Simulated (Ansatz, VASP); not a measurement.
## CoW3: VASP beside Ansatz

File INCAR:

```
PREC     = Accurate       # precision mode
ENCUT    = 520            # plane-wave cutoff, eV
EDIFF    = 1E-6           # SCF threshold, eV
ISMEAR   = -1             # smearing method
SIGMA    = 0.1            # smearing width, eV
LREAL    = False          # projectors in reciprocal space
LASPH    = True           # aspherical terms in the spheres
NELM     = 150            # most SCF steps
ALGO     = Normal         # electronic algorithm
ISIF     = 2              # what is computed and relaxed
LWAVE    = False          # write WAVECAR
LCHARG   = False          # write CHGCAR
ISPIN    = 2              # spin polarisation
MAGMOM   = 2.5 0 0 0      # initial moments
LORBIT   = 11             # projections on sites
LMAXMIX  = 4              # l up to which the mixer works
GGA      = PE             # functional
NBANDS   = 38             # bands
```

KPOINTS

```
regular mesh
0
Gamma
  6 6 6
```

The input POSCAR:

```
CoW3
1.0
    3.9073510000      0.0000000000      0.0000000000
    0.0000000000      3.9073510000      0.0000000000
    0.0000000000      0.0000000000      3.9073510000
Co W
1 3
Direct
    0.0000000000      0.0000000000      0.0000000000
    0.0000000000      0.5000000000      0.5000000000
    0.5000000000      0.0000000000      0.5000000000
    0.5000000000      0.5000000000      0.0000000000
```

Input for Ansatz:

```yaml
crystal:
  lattice:
    - [3.907351, 0.0, 0.0]
    - [0.0, 3.907351, 0.0]
    - [0.0, 0.0, 3.907351]
  atoms:
    - { symbol: Co, position: [0.0, 0.0, 0.0], spin: 2.5 }
    - { symbol: W, position: [0.0, 0.5, 0.5] }
    - { symbol: W, position: [0.5, 0.0, 0.5] }
    - { symbol: W, position: [0.5, 0.5, 0.0] }
basis:
  ecutwfc: 500.0
kpoints:
  mp_grid:
    grid: [6, 6, 6]
hamiltonian:
  xc: pbe
  pseudopotentials:
    kind: paw
magnetization:
  spin_polarized: true
scf:
  occupations:
    method: fermi_dirac
    width: 0.1
output:
  stress: true
```

Alike in both runs: task single point; functional PBE; k mesh 6 × 6 × 6; occupations fermi-dirac, width 0.1 eV; collinear spin.

|  | VASP | Ansatz |
| --- | --- | --- |
| version | VASP 6.6.1 | Ansatz 0.2.0 |
| potentials or method | VASP PAW PBE potentials, release 64 (Co, W_sv), cutoff 520 eV | plane waves, PAW |
| valence electrons in the cell | 51 | 59 |

```tsv
	VASP	Ansatz	Ansatz less VASP
pressure (GPa)	-1.1	-1.5	-0.44
net moment per atom (μB)	0.04	0.03	-0.002
size of the moment on the site where the two differ most (μB)	0.14	0.13	-0.006
```

Site moments also hang on the region over which each program counts them. VASP's potentials hold 51 valence electrons a cell and Ansatz's 59, so a difference there can come from the potentials and not from the codes. Ansatz's warnings: seeded moment not kept.

Neither program's run includes spin-orbit coupling.
